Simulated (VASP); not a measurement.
# NaCl (Fm-3m) in VASP: single point with PBE

Aim: the single point of NaCl with PBE.

Program: VASP 6.6.1. These are calculated values, not measurements. Logs are shortened: lines on timing, memory, paths and dates and some standing lists are left out, and cuts for length are marked.

## Step 1: The cell of the first run

It takes space group Fm-3m (No. 225, cubic). Conventional cell: a = 5.620 Å, b = 5.620 Å, c = 5.620 Å, α = 90.00°, β = 90.00°, γ = 90.00°. Na (site symmetry m-3m) has 6 Cl at 2.81 Å within 3.7 Å. Cl (site symmetry m-3m) has 6 Na at 2.81 Å within 3.7 Å.

## Step 2: Single point, PBE

INCAR reads:

```
SYSTEM = NaCl
PREC = Accurate
ENCUT = 500
EDIFF = 1E-6
ISMEAR = 0
SIGMA = 0.15
LREAL = .False.
LASPH = .True.
NELM = 120
ALGO = Normal
ISIF = 2
LWAVE = .False.
LCHARG = .False.
GGA = PE
NBANDS = 14
GGA_COMPAT = .False.
```

KPOINTS reads:

```
regular mesh
0
Gamma
  5 5 5
  0 0 0
```

POSCAR reads:

```
NaCl
1.0
    0.0000000000      2.8100000000      2.8100000000
    2.8100000000      0.0000000000      2.8100000000
    2.8100000000      2.8100000000      0.0000000000
Na Cl
1 1
Direct
    0.0000000000      0.0000000000      0.0000000000
    0.5000000000      0.5000000000      0.5000000000
```

Potentials or basis: VASP PAW PBE potentials, release 64 (Na_pv, Cl).

Run with:

```bash
cat potpaw_PBE.64/Na_pv/POTCAR potpaw_PBE.64/Cl/POTCAR > POTCAR
mpirun -np 1 vasp_std > vasp.out
```

OUTCAR:

```text
SYSTEM = NaCl
   PREC = Accurate
   ENCUT = 500
   EDIFF = 1E-6
   ISMEAR = 0
   LREAL = .False.
   LASPH = .True.
   NELM = 120
   ISIF = 2
   GGA = PE

 ion  position               nearest neighbor table
   1  0.000  0.000  0.000-
   2  0.500  0.500  0.500-

  LATTYP: Found a face centered cubic cell.
 ALAT       =     5.6200000000

  Lattice vectors:

 A1 = (   0.0000000000,   2.8100000000,   2.8100000000)
 A2 = (   2.8100000000,   0.0000000000,   2.8100000000)
 A3 = (   2.8100000000,   2.8100000000,   0.0000000000)

Analysis of symmetry for initial positions (statically):
=====================================================================
 Subroutine PRICEL returns:
 Original cell was already a primitive cell.

 Routine SETGRP: Setting up the symmetry group for a
 face centered cubic supercell.

 Subroutine GETGRP returns: Found 48 space group operations
 (whereof 48 operations were pure point group operations)
 out of a pool of 48 trial point group operations.

The static configuration has the point symmetry O_h .

Analysis of symmetry for dynamics (positions and initial velocities):
=====================================================================
 Subroutine PRICEL returns:
 Original cell was already a primitive cell.

 Routine SETGRP: Setting up the symmetry group for a
 face centered cubic supercell.

 Subroutine GETGRP returns: Found 48 space group operations
 (whereof 48 operations were pure point group operations)
 out of a pool of 48 trial point group operations.

The dynamic configuration has the point symmetry O_h .

 Subroutine INISYM returns: Found 48 space group operations
 (whereof 48 operations are pure point group operations),
 and found     1 'primitive' translations

----------------------------------------------------------------------------------------

                                     Primitive cell

  volume of cell :      44.3761

  direct lattice vectors                    reciprocal lattice vectors
     0.000000000  2.810000000  2.810000000    -0.177935943  0.177935943  0.177935943
     2.810000000  0.000000000  2.810000000     0.177935943 -0.177935943  0.177935943
     2.810000000  2.810000000  0.000000000     0.177935943  0.177935943 -0.177935943

  length of vectors
     3.973940110  3.973940110  3.973940110     0.308194094  0.308194094  0.308194094

  position of ions in fractional coordinates (direct lattice)
     0.000000000  0.000000000  0.000000000
[... 73 lines left out ...]
   PSTRESS=    0.0 pullay stress
   NELECT =      14.0000    total number of electrons
   NUPDOWN=      -1.0000    fix difference up-down
   EMIN   =  10.00;   EMAX   =-10.00  energy-range for DOS
   EFERMI =   0.00;   METHOD = LEGACY
   ISMEAR =     0;   SIGMA  =   0.15  broadening in eV -4-tet -1-fermi 0-gaus
   EFERMI_NEDOS =   21; number of points for ismear=-14 and -15
   IALGO  =     38    algorithm
   IMIX   =      4    mixing-type and parameters
     AMIX     =   0.40;   BMIX     =  1.00
     AMIX_MAG =   1.60;   BMIX_MAG =  1.00
  volume/ion in A,a.u.               =      22.19       149.73
  Fermi-wavevector in a.u.,A,eV,Ry     =   1.114469  2.106040 16.898985  1.242040
  Thomas-Fermi vector in A             =   2.251064
   LORBIT       =      0    0 simple, 1 ext, 2 COOP (PROOUT), +10 PAW based schemes
   GGA     = PE    functional components
   LHFCALC =     F    Hartree Fock is set to
   AEXX    =    0.0000 exact exchange contribution
   IVDW    =     0    specifies the selected vdW correction
   LEPSILON=     F    determine dielectric tensor
   LRPA    =     F    only Hartree local field effects (RPA)
 non-spin polarized calculation
 Gauss-broadening in eV      SIGMA  =   0.15
  energy-cutoff  :      500.00
  volume of cell :       44.38
 maximum number of plane-waves:      1139
 NGX is ok and might be reduce to    30
   NGX = 15   NGY = 15   NGZ = 15

 number of electron      14.0000000 magnetization

 Free energy of the ion-electron system (eV)
  ---------------------------------------------------
  ext. energy  EPLUGINS =         0.00000000
  ---------------------------------------------------
  free energy    TOTEN  =        -6.77157540 eV

  energy without entropy =       -6.77157540  energy(sigma->0) =       -6.77157540

 E-fermi :   0.0469     XC(G=0):  -8.2119

 val. band max:       -0.6692525614   @ k =   0.0000   0.0000   0.0000
 cond. band min:       4.4787493164   @ k =   0.0000   0.0000   0.0000
 fundamental gap:      5.1480018779
 Fermi energy:         0.0468612882

 k-point     1 :       0.0000    0.0000    0.0000
  band No.  band energies     occupation
      1     -21.4680      2.00000
      2     -21.4680      2.00000
      3     -21.4680      2.00000
      4     -13.3525      2.00000
      5      -0.6693      2.00000
      6      -0.6693      2.00000
      7      -0.6693      2.00000
      8       4.4787      0.00000
      9      10.4617      0.00000
     10      10.4617      0.00000
     11      10.4617      0.00000
     12      12.6364      0.00000
     13      12.6364      0.00000
     14      14.2608      0.00000
[... 139 lines left out ...]
      1     -21.4873      2.00000
      2     -21.4798      2.00000
      3     -21.4752      2.00000
      4     -12.9603      2.00000
      5      -2.1158      2.00000
      6      -1.6381      2.00000
      7      -1.2605      2.00000
      8       8.1707      0.00000
      9       8.6359      0.00000
     10       9.0105      0.00000
     11      11.4782      0.00000
     12      13.9340      0.00000
     13      14.7147      0.00000
     14      16.5387      0.00000

------------------------ aborting loop because EDIFF is reached ----------------------------------------

  FORCE on cell =-STRESS in cart. coord.  units (eV):
  Direction    XX          YY          ZZ          XY          YZ          ZX
  --------------------------------------------------------------------------------------
  -------------------------------------------------------------------------------------
  Total        0.2758440      0.2758440      0.2758440     -0.0000000      0.0000000     -0.0000000
  in kB        9.9592158      9.9592158      9.9592158     -0.0000000      0.0000000     -0.0000000
  external PRESSURE =       9.9592158 kB  Pullay stress =       0.0000000 kB

 VOLUME and BASIS-vectors are now :
 -----------------------------------------------------------------------------
  energy-cutoff  :      500.00
  volume of cell :       44.38
      direct lattice vectors                 reciprocal lattice vectors
     0.000000000  2.810000000  2.810000000    -0.177935943  0.177935943  0.177935943
     2.810000000  0.000000000  2.810000000     0.177935943 -0.177935943  0.177935943
     2.810000000  2.810000000  0.000000000     0.177935943  0.177935943 -0.177935943

 POSITION                                       TOTAL-FORCE (eV/Angst)
 -----------------------------------------------------------------------------------
      0.00000      0.00000      0.00000         0.000000      0.000000     -0.000000
      2.81000      2.81000      2.81000        -0.000000     -0.000000      0.000000
 -----------------------------------------------------------------------------------
    total drift:                               -0.000000      0.000000      0.000000

  FREE ENERGIE OF THE ION-ELECTRON SYSTEM (eV)
  ---------------------------------------------------
  free  energy   TOTEN  =        -6.7715753953 eV

  energy  without entropy=       -6.7715753953  energy(sigma->0) =       -6.77157540
```

OSZICAR:

```text
N       E                     dE             d eps       ncg     rms          rms(c)
DAV:   1     0.102096121419E+03    0.10210E+03   -0.69145E+03   294   0.976E+02
DAV:   2     0.156106402628E+01   -0.10054E+03   -0.91482E+02   298   0.253E+02
DAV:   3    -0.682791561197E+01   -0.83890E+01   -0.83521E+01   364   0.711E+01
DAV:   4    -0.696457165292E+01   -0.13666E+00   -0.13662E+00   304   0.995E+00
DAV:   5    -0.696782670599E+01   -0.32551E-02   -0.32549E-02   370   0.154E+00    0.216E+00
DAV:   6    -0.677754914058E+01    0.19028E+00   -0.31680E-01   360   0.327E+00    0.161E+00
DAV:   7    -0.676594000498E+01    0.11609E-01   -0.81177E-02   372   0.163E+00    0.109E+00
DAV:   8    -0.677156355143E+01   -0.56235E-02   -0.95553E-03   292   0.843E-01    0.282E-01
DAV:   9    -0.677146235702E+01    0.10119E-03   -0.20207E-04   370   0.108E-01    0.154E-01
DAV:  10    -0.677158471225E+01   -0.12236E-03   -0.30446E-04   316   0.138E-01    0.612E-02
DAV:  11    -0.677157543473E+01    0.92775E-05   -0.16085E-05   358   0.387E-02    0.153E-02
DAV:  12    -0.677157539531E+01    0.39417E-07   -0.22833E-06   322   0.145E-02
   1 F= -.67715754E+01 E0= -.67715754E+01  d E =-.258518E-12
```

Run time: 20 s. Hardware: 1 thread of Intel Xeon 8259CL, shared host; peak memory 0.15 GiB.

What came out:

| Property | Result |
| --- | --- |
| Free energy | -6.7716 eV |
| Pressure | 1.0 GPa |
| Band gap on the k mesh | 5.15 eV, direct |

Levels at points of the mesh, in eV from the valence-band top:
```tsv
k point	band 3	band 4	band 5	band 6	band 7	band 8	band 9	band 10	band 11	band 12
(0.00, 0.00, 0.00)	-20.80	-12.68	0.00	0.00	0.00	5.15	11.13	11.13	11.13	13.31
```
